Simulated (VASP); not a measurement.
# BN in VASP: settings compared

Aim: see how the results for BN move with the level of theory and the settings. Levels: LDA, PBEsol. Tasks: single point.

Everything below comes from runs of VASP 6.6.1. Logs are shortened: lines on timing, memory, paths and dates and some standing lists are left out, and cuts for length are marked.

## Step 1: The cell of the first run

It takes space group F-43m (No. 216, cubic). The conventional cell has a = 3.626 Å, b = 3.626 Å, c = 3.626 Å, α = 90.00°, β = 90.00°, γ = 90.00°. Within 2.1 Å of N (site symmetry -43m) lie 4 B at 1.57 Å. Within 2.1 Å of B (site symmetry -43m) lie 4 N at 1.57 Å.

## Step 2: Single point, LDA

Input file INCAR:

```
SYSTEM = BN
PREC     = Accurate       ! precision mode
ENCUT    = 520            ! plane-wave cutoff, eV
EDIFF    = 1E-6           ! SCF threshold, eV
ISMEAR   = -1             ! smearing method
SIGMA    = 0.05           ! smearing width, eV
LREAL    = .FALSE.        ! projectors in reciprocal space
LASPH    = .TRUE.         ! aspherical terms in the spheres
NELM     = 80             ! most SCF steps
ALGO     = Normal         ! electronic algorithm
ISIF     = 2              ! what is computed and relaxed
LWAVE    = .FALSE.        ! write WAVECAR
LCHARG   = .FALSE.        ! write CHGCAR
NBANDS   = 11             ! bands
```

Input file KPOINTS:

```
regular mesh
0
G
  13 13 13
  0 0 0
```

Input file POSCAR:

```
BN
1.0
    0.0000000000      1.8130010000      1.8130010000
    1.8130010000      0.0000000000      1.8130010000
    1.8130010000      1.8130010000      0.0000000000
N B
1 1
Direct
    0.2500000000      0.2500000000      0.2500000000
    0.0000000000      0.0000000000      0.0000000000
```

Potentials or basis: VASP PAW LDA potentials, release 64 (N, B).

The run is started by

```console
> cat potpaw_LDA.64/N/POTCAR potpaw_LDA.64/B/POTCAR > POTCAR
> mpirun -np 1 vasp_std > vasp.out
```

OUTCAR:

```text
SYSTEM = BN
   PREC = Accurate
   ENCUT = 520
   EDIFF = 1E-6
   ISMEAR = -1
   LREAL = .FALSE.
   LASPH = .TRUE.
   NELM = 80
   ISIF = 2

 ion  position               nearest neighbor table
   1  0.250  0.250  0.250-   2 1.57   2 1.57   2 1.57   2 1.57
   2  0.000  0.000  0.000-   1 1.57   1 1.57   1 1.57   1 1.57

  LATTYP: Found a face centered cubic cell.
 ALAT       =     3.6260020000

  Lattice vectors:

 A1 = (   0.0000000000,   1.8130010000,   1.8130010000)
 A2 = (   1.8130010000,   0.0000000000,   1.8130010000)
 A3 = (   1.8130010000,   1.8130010000,   0.0000000000)

Analysis of symmetry for initial positions (statically):
=====================================================================
 Subroutine PRICEL returns:
 Original cell was already a primitive cell.

 Routine SETGRP: Setting up the symmetry group for a
 face centered cubic supercell.

 Subroutine GETGRP returns: Found 24 space group operations
 (whereof 24 operations were pure point group operations)
 out of a pool of 48 trial point group operations.

The static configuration has the point symmetry T_d .

Analysis of symmetry for dynamics (positions and initial velocities):
=====================================================================
 Subroutine PRICEL returns:
 Original cell was already a primitive cell.

 Routine SETGRP: Setting up the symmetry group for a
 face centered cubic supercell.

 Subroutine GETGRP returns: Found 24 space group operations
 (whereof 24 operations were pure point group operations)
 out of a pool of 48 trial point group operations.

The dynamic configuration has the point symmetry T_d .

 Subroutine INISYM returns: Found 24 space group operations
 (whereof 24 operations are pure point group operations),
 and found     1 'primitive' translations

----------------------------------------------------------------------------------------

                                     Primitive cell

  volume of cell :      11.9186

  direct lattice vectors                    reciprocal lattice vectors
     0.000000000  1.813001000  1.813001000    -0.275785838  0.275785838  0.275785838
     1.813001000  0.000000000  1.813001000     0.275785838 -0.275785838  0.275785838
     1.813001000  1.813001000  0.000000000     0.275785838  0.275785838 -0.275785838

  length of vectors
     2.563970603  2.563970603  2.563970603     0.477675083  0.477675083  0.477675083

  position of ions in fractional coordinates (direct lattice)
     0.250000000  0.250000000  0.250000000
     0.000000000  0.000000000  0.000000000

  ion indices of the primitive-cell ions
   primitive index   ion index
                 1           1
                 2           2

----------------------------------------------------------------------------------------

 KPOINTS: regular mesh

Automatic generation of k-mesh.
 Grid dimensions read from file:
 generate k-points for:   13   13   13

 Generating k-lattice:

  Cartesian coordinates                     Fractional coordinates (reciprocal lattice)
    -0.021214295  0.021214295  0.021214295     0.076923077  0.000000000  0.000000000
     0.021214295 -0.021214295  0.021214295     0.000000000  0.076923077  0.000000000
     0.021214295  0.021214295 -0.021214295     0.000000000  0.000000000  0.076923077

  Length of vectors
     0.036744237  0.036744237  0.036744237

  Shift w.r.t. Gamma in fractional coordinates (k-lattice)
     0.000000000  0.000000000  0.000000000

 Subroutine IBZKPT returns following result:
 ===========================================

 Found     84 irreducible k-points:

 Following reciprocal coordinates:
            Coordinates               Weight
  0.000000  0.000000  0.000000      1.000000
  0.076923  0.000000  0.000000      8.000000
  0.153846  0.000000  0.000000      8.000000
  0.230769  0.000000  0.000000      8.000000
  0.307692  0.000000  0.000000      8.000000
  0.384615  0.000000  0.000000      8.000000
[... 16 lines left out ...]
  0.384615  0.153846  0.000000     24.000000
  0.461538  0.153846  0.000000     24.000000
 [... further k-points ...]
   k-points           NKPTS =     84   k-points in BZ     NKDIM =     84   number of bands    NBANDS=     11
   number of dos      NEDOS =    301   number of ions     NIONS =      2
   total plane-waves  NPLWV =   8000
   dimension x,y,z NGX =    20 NGY =   20 NGZ =   20
   dimension x,y,z NGXF=    40 NGYF=   40 NGZF=   40
   ions per type =               1   1
   NGX,Y,Z   is equivalent  to a cutoff of  12.97, 12.97, 12.97 a.u.
   NGXF,Y,Z  is equivalent  to a cutoff of  25.94, 25.94, 25.94 a.u.
 SYSTEM =  BN
   PREC   = accura    normal or accurate (medium, high low for compatibility)
   ISTART =      0    job   : 0-new  1-cont  2-samecut
   ICHARG =      2    charge: 1-file 2-atom 10-const
   ISPIN  =      1    spin polarized calculation?
   LNONCOLLINEAR =      F non collinear calculations
   LSORBIT =      F    spin-orbit coupling
   LASPH  =      T    aspherical Exc in radial PAW
   ENCUT  =  520.0 eV  38.22 Ry    6.18 a.u.   4.77  4.77  4.77*2*pi/ulx,y,z
   NELM   =     80;   NELMIN=  2; NELMDL= -5     # of ELM steps
   EDIFF  = 0.1E-05   stopping-criterion for ELM
   LREAL  =      F    real-space projection
   EDIFFG = 0.1E-04   stopping-criterion for IOM
   NSW    =      0    number of steps for IOM
   IBRION =     -1    ionic relax: 0-MD 1-quasi-New 2-CG
   NFREE  =      0    steps in history (QN), initial steepest desc. (CG)
   ISIF   =      2    stress and relaxation
   ISYM   =      2    0-nonsym 1-usesym 2-fastsym
   POTIM  = 0.5000    time-step for ionic-motion
   TEBEG  =    0.0;   TEEND  =   0.0 temperature during run
   PSTRESS=    0.0 pullay stress
   NELECT =       8.0000    total number of electrons
   NUPDOWN=      -1.0000    fix difference up-down
   EMIN   =  10.00;   EMAX   =-10.00  energy-range for DOS
   EFERMI =   0.00;   METHOD = LEGACY
   ISMEAR =    -1;   SIGMA  =   0.05  broadening in eV -4-tet -1-fermi 0-gaus
   EFERMI_NEDOS =   21; number of points for ismear=-14 and -15
   IALGO  =     38    algorithm
   IMIX   =      4    mixing-type and parameters
     AMIX     =   0.40;   BMIX     =  1.00
     AMIX_MAG =   1.60;   BMIX_MAG =  1.00
  volume/ion in A,a.u.               =       5.96        40.22
  Fermi-wavevector in a.u.,A,eV,Ry     =   1.433387  2.708709 27.954506  2.054598
  Thomas-Fermi vector in A             =   2.552911
   LORBIT       =      0    0 simple, 1 ext, 2 COOP (PROOUT), +10 PAW based schemes
   GGA     = CA    functional components
   LHFCALC =     F    Hartree Fock is set to
   AEXX    =    0.0000 exact exchange contribution
   IVDW    =     0    specifies the selected vdW correction
   LEPSILON=     F    determine dielectric tensor
   LRPA    =     F    only Hartree local field effects (RPA)
 non-spin polarized calculation
  energy-cutoff  :      520.00
  volume of cell :       11.92
 maximum number of plane-waves:       331
   NGX =  9   NGY =  9   NGZ =  9

 number of electron       8.0000000 magnetization

 Free energy of the ion-electron system (eV)
  ---------------------------------------------------
  ext. energy  EPLUGINS =         0.00000000
  ---------------------------------------------------
  free energy    TOTEN  =       -19.39677444 eV

  energy without entropy =      -19.39677444  energy(sigma->0) =      -19.39677444

 E-fermi :   8.3080     XC(G=0): -13.0611

 val. band max:        7.2750629125   @ k =   0.0000   0.0000   0.0000
 cond. band min:      11.6821022884   @ k =   0.4615   0.4615   0.0000
 fundamental gap:      4.4070393758
 Fermi energy:         8.3080045112

 k-point     1 :       0.0000    0.0000    0.0000
  band No.  band energies     occupation
      1     -12.6914      2.00000
      2       7.2751      2.00000
      3       7.2751      2.00000
      4       7.2751      2.00000
      5      15.9157      0.00000
      6      15.9157      0.00000
      7      15.9157      0.00000
      8      17.5679      0.00000
      9      31.5935      0.00000
     10      34.9510      0.00000
     11      34.9510      0.00000

 k-point     2 :       0.0769    0.0000    0.0000
  band No.  band energies     occupation
      1     -12.5478      2.00000
      2       6.4990      2.00000
      3       7.1201      2.00000
      4       7.1201      2.00000
      5      16.1091      0.00000
      6      16.1493      0.00000
      7      16.1493      0.00000
      8      18.0302      0.00000
      9      31.3953      0.00000
     10      32.7883      0.00000
     11      32.7883      0.00000

 k-point     3 :       0.1538    0.0000    0.0000
  band No.  band energies     occupation
      1     -12.1214      2.00000
      2       4.6580      2.00000
      3       6.7328      2.00000
      4       6.7328      2.00000
      5      16.4265      0.00000
      6      16.7126      0.00000
      7      16.7126      0.00000
      8      19.1622      0.00000
      9      30.8805      0.00000
     10      31.2434      0.00000
     11      31.2434      0.00000

 k-point     4 :       0.2308    0.0000    0.0000
  band No.  band energies     occupation
      1     -11.4277      2.00000
      2       2.4259      2.00000
      3       6.2652      2.00000
      4       6.2652      2.00000
      5      16.7373      0.00000
      6      17.3021      0.00000
      7      17.3021      0.00000
      8      20.3680      0.00000
      9      30.3460      0.00000
     10      30.6452      0.00000
     11      30.6452      0.00000
[... 239 lines left out ...]
 k-point    22 :       0.3077    0.1538    0.0000
  band No.  band energies     occupation
      1     -10.6626      2.00000
      2       1.8123      2.00000
      3       4.7351      2.00000
      4       5.1609      2.00000
      5      15.2966      0.00000
      6      19.0786      0.00000
      7      19.5042      0.00000
      8      19.8936      0.00000
      9      26.3105      0.00000
     10      33.2125      0.00000
     11      34.7667      0.00000

 k-point    23 :       0.3846    0.1538    0.0000
  band No.  band energies     occupation
      1      -9.7059      2.00000
      2      -0.2082      2.00000
      3       4.4907      2.00000
      4       4.5954      2.00000
      5      15.6981      0.00000
      6      19.2631      0.00000
      7      19.7000      0.00000
      8      20.6027      0.00000
      9      27.1459      0.00000
     10      33.0058      0.00000
     11      35.0087      0.00000

 k-point    24 :       0.4615    0.1538    0.0000
  band No.  band energies     occupation
      1      -8.7056      2.00000
      2      -1.9236      2.00000
      3       4.0433      2.00000
      4       4.4581      2.00000
      5      16.0115      0.00000
      6      19.2569      0.00000
      7      19.5751      0.00000
      8      21.6943      0.00000
      9      27.7249      0.00000
     10      33.0885      0.00000
     11      34.9786      0.00000

 [... further k-points ...]

------------------------ aborting loop because EDIFF is reached ----------------------------------------

  FORCE on cell =-STRESS in cart. coord.  units (eV):
  Direction    XX          YY          ZZ          XY          YZ          ZX
  --------------------------------------------------------------------------------------
  -------------------------------------------------------------------------------------
  Total       -0.9922538     -0.9922538     -0.9922538     -0.0000000      0.0000000     -0.0000000
  in kB     -133.3856794   -133.3856794   -133.3856794     -0.0000000      0.0000000     -0.0000000
  external PRESSURE =    -133.3856794 kB  Pullay stress =       0.0000000 kB

 VOLUME and BASIS-vectors are now :
 -----------------------------------------------------------------------------
  energy-cutoff  :      520.00
  volume of cell :       11.92
      direct lattice vectors                 reciprocal lattice vectors
     0.000000000  1.813001000  1.813001000    -0.275785838  0.275785838  0.275785838
     1.813001000  0.000000000  1.813001000     0.275785838 -0.275785838  0.275785838
     1.813001000  1.813001000  0.000000000     0.275785838  0.275785838 -0.275785838

 POSITION                                       TOTAL-FORCE (eV/Angst)
 -----------------------------------------------------------------------------------
      0.90650      0.90650      0.90650        -0.000000      0.000000     -0.000000
      0.00000      0.00000      0.00000         0.000000     -0.000000      0.000000
 -----------------------------------------------------------------------------------
    total drift:                               -0.000000     -0.000000     -0.000000

  FREE ENERGIE OF THE ION-ELECTRON SYSTEM (eV)
  ---------------------------------------------------
  free  energy   TOTEN  =       -19.3967744399 eV

  energy  without entropy=      -19.3967744399  energy(sigma->0) =      -19.39677444
```

It took 14 s on 1 thread of Intel Xeon 8259CL, shared host; peak memory 0.12 GiB.

What came out:

* Free energy: -19.3968 eV
* Pressure: -13.3 GPa
* Band gap on the k mesh: 4.41 eV, indirect (least direct gap 8.64 eV)

Levels at points of the mesh, in eV from the valence-band top:
```tsv
k point	band 2	band 3	band 4	band 5	band 6	band 7
(0.00, 0.00, 0.00)	0.00	0.00	0.00	8.64	8.64	8.64
```

A k mesh can miss the band edges. Expect the measured gap to be larger: semilocal functionals such as LDA lack the derivative discontinuity.

## Step 3: Single point, PBEsol

Input file INCAR:

```
  ALGO = Normal
  EDIFF = 1E-6
  ENCUT = 600
  GGA = PS
  GGA_COMPAT = False
  ISIF = 2
  ISMEAR = -1
  LASPH = True
  LCHARG = False
  LREAL = False
  LWAVE = False
  NBANDS = 11
  NELM = 120
  PREC = Accurate
  SIGMA = 0.05
```

Input file KPOINTS:

```
k-points
0
Gamma
  11 11 11
```

POSCAR is that of step 2.

Potentials or basis: VASP PAW PBE potentials, release 64 (N, B).

The run is started by

```console
> cat potpaw_PBE.64/N/POTCAR potpaw_PBE.64/B/POTCAR > POTCAR
> mpirun -np 1 vasp_std > vasp.out
```

It took 5.8 s on 1 thread of Intel Xeon Platinum 8124M at 3.00GHz (Skylake/Cascade Lake), shared host; peak memory 0.12 GiB.

The run converged. Its results:

| Item | Value |
| --- | --- |
| Free energy | -18.3477 eV |
| Pressure | -6.0 GPa |
| Band gap on the k mesh | 4.37 eV, indirect (least direct gap 8.72 eV) |

Levels at points of the mesh, in eV from the valence-band top:
| k point | band 1 | band 2 | band 3 | band 4 | band 5 | band 6 | band 7 | band 8 | band 9 |
| --- | --- | --- | --- | --- | --- | --- | --- | --- | --- |
| (0.00, 0.00, 0.00) | -20.15 | 0.00 | 0.00 | 0.00 | 8.72 | 8.72 | 8.72 | 10.12 | 24.34 |

Caveat: the PAW data sets were made with another functional, which shifts forces and pressure a little.

## Step 4: Single point, PBEsol

This run uses another cell than the first one, of 6.08 Å³/atom, 1.020 times its volume.

Input file INCAR:

```
PREC = Accurate ; ENCUT = 600
EDIFF = 1E-6 ; ISMEAR = -1
SIGMA = 0.05 ; LREAL = F
LASPH = T ; NELM = 120
ALGO = Normal ; ISIF = 2
LWAVE = F ; LCHARG = F
GGA = PS ; NBANDS = 11
GGA_COMPAT = F
```

Input file KPOINTS:

```
regular mesh
0
Gamma
  10 10 10
```

Input file POSCAR:

```
BN
1.0
    0.0000000000      1.8311310100      1.8130010000
    1.8311310100      0.0000000000      1.8130010000
    1.8311310100      1.8311310100      0.0000000000
N B
1 1
Direct
    0.2500000000      0.2500000000      0.2500000000
    0.0000000000      0.0000000000      0.0000000000
```

The run is started by

```console
> cat potpaw_PBE.64/N/POTCAR potpaw_PBE.64/B/POTCAR > POTCAR
> mpirun -np 1 vasp_std > vasp.out
```

Run time: 10 s. Hardware: 1 thread of Intel Xeon Platinum 8124M at 3.00GHz (Skylake/Cascade Lake), shared host; peak memory 0.14 GiB.

Results (log left out):

```yaml
Free_energy: -18.3327 eV
Pressure: -13.0 GPa
Band_gap_on_the_k_mesh: 4.07 eV, indirect (least direct gap 8.52 eV)
```

Stress tensor (GPa, compression positive):
```
-14.97   0.00   0.00
  0.00 -14.97   0.00
  0.00   0.00  -9.19
```

Levels at points of the mesh, in eV from the valence-band top:
```
           k point  band 1  band 2  band 3  band 4  band 5  band 6  band 7  band 8
(0.00, 0.00, 0.00)  -19.99   -0.09   -0.09    0.00    8.52    8.59    8.59    9.74
(0.50, 0.00, 0.00)  -15.86  -10.58   -2.03   -1.88    9.62   10.35   10.49   14.72
(0.50, 0.50, 0.00)  -14.45   -8.75   -4.95   -4.95    4.07    8.71   17.39   17.39
(0.50, 0.00, 0.50)  -14.56   -8.89   -4.82   -4.82    4.24    8.94   17.29   17.44
```

Caveat: the PAW data sets were made with another functional, which shifts forces and pressure a little.

[end of part 1 of 2]
